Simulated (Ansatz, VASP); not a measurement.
# One calculation of CdSe, two programs

```xyz
2
Lattice="0.0000 3.0703 3.0703 3.0703 0.0000 3.0703 3.0703 3.0703 0.0000" Properties=species:S:1:pos:R:3 pbc="T T T"
Cd    0.0000    0.0000    0.0000
Se    1.5351    1.5351    1.5351
```

Alike in both runs: functional r2SCAN0; k mesh 4 × 4 × 4; occupations fermi-dirac, width 0.05 eV; no spin polarisation.

```csv
,VASP,Ansatz
version,VASP 6.6.1,Ansatz 0.2.0
potentials or method,"VASP PAW PBE potentials, release 64 (Cd, Se)",Ansatz PAW
plane-wave cutoff (eV),520,500
valence electrons in the cell,18,36
task,single point,band structure
```

Ansatz gave:

- gap on the k mesh at the Fermi level (eV): 2.42
- least direct gap on the mesh (eV): 2.42
- pressure (GPa): -0.7

Task: Estimate VASP's values.

Result: gap on the k mesh at the Fermi level (eV): 2.46; least direct gap on the mesh (eV): 2.46; pressure (GPa): -0.6.

VASP's potentials were made for PBE, not for r2SCAN0. With one functional, cell and mesh, what is left measures potentials, basis and numerics. VASP's potentials hold 18 valence electrons a cell and Ansatz's 36, so a difference there can come from the potentials and not from the codes.

The k mesh is coarse, so the values compare programs but aren't converged.
